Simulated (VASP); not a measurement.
Crystal: PbO2.

```
CELL_PARAMETERS angstrom
5.03631 0.00000 0.00000
0.00000 5.03631 0.00000
0.00000 0.00000 3.32397
ATOMIC_POSITIONS crystal
Pb 0.00000 0.00000 0.00000
Pb 0.50000 0.50000 0.50000
O 0.30500 0.30500 0.00000
O 0.19500 0.80500 0.50000
O 0.80500 0.19500 0.50000
O 0.69500 0.69500 0.00000
```

```yaml
Program: VASP 6.6.1
Task: relaxation of cell and atoms
Functional: PBEsol
Potentials_or_basis: VASP PAW PBE potentials, release 64 (Pb_d, O)
Cutoff: 600 eV
k_mesh: 4 × 4 × 6
Occupations: fermi-dirac, width 0.03 eV
Spin: no spin polarisation
```

At the start: pressure 2.4 GPa; volume 14.05 Å³/atom.

Problem. How do energy, volume and symmetry change on relaxing?

Solution. Over 7 steps the energy falls by 6.6 meV/atom and the volume is 14.21 Å³/atom (+1.1 %); space group P4_2/mnm (No. 136, to 0.1 Å) before and after.

The path:
```tsv
step	energy change (eV)	largest force (eV/Å)	pressure (GPa)	volume (Å³)
1	0.0000	0.1847	2.40	84.31
2	-0.0224	0.1635	-2.28	86.90
3	-0.0260	0.1723	-1.05	86.18
4	-0.0375	0.0275	-0.40	85.66
5	-0.0391	0.0514	-0.03	85.39
6	-0.0397	0.0200	-0.06	85.32
7	-0.0399	0.0049	-0.06	85.26
```

Final structure:
```
Pb O
1.0
     4.99559    0.00000    0.00000
     0.00000    4.99559    0.00000
     0.00000    0.00000    3.41644
Pb O
2 4
Direct
  0.00000 0.00000 0.00000
  0.50000 0.50000 0.50000
  0.30753 0.30753 0.00000
  0.19247 0.80753 0.50000
  0.80753 0.19247 0.50000
  0.69247 0.69247 0.00000
```

Caveat: the structure was generated, so it needn't be the stable form of PbO2; the PAW data sets were made with another functional, which shifts forces and pressure a little.
